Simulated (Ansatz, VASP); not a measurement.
# Ga3Sb: VASP beside Ansatz

```
Sb Ga
1.0
    -2.15880    2.15880    4.76048
     2.15880   -2.15880    4.76048
     2.15880    2.15880   -4.76048
Sb Ga
1 3
Direct
  0.00000 0.00000 0.00000
  0.50000 0.50000 0.00000
  0.25000 0.75000 0.50000
  0.75000 0.25000 0.50000
```

Alike in both runs: task single point; functional PBE; k mesh 9 × 9 × 9; occupations fermi-dirac, width 0.05 eV; no spin polarisation.

|  | VASP | Ansatz |
| --- | --- | --- |
| version | VASP 6.6.1 | Ansatz 0.2.0 |
| potentials or method | VASP PAW PBE potentials, release 64 (Sb, Ga_d) | Ansatz PAW |
| plane-wave cutoff (eV) | 520 | 420 |
| valence electrons in the cell | 44 | 54 |

```csv
,VASP,Ansatz,Ansatz less VASP
gap on the k mesh at the Fermi level (eV),none,none,-
pressure (GPa),-0.6,-0.6,+0.03
"traceless stress, the component that is largest in VASP (GPa)",0.51,0.51,+0.005
```

A gap of «none» marks a metal or a gap that the smearing closes. VASP's potentials hold 44 valence electrons a cell and Ansatz's 54, so a difference there can come from the potentials and not from the codes.

Neither program's run includes spin-orbit coupling.
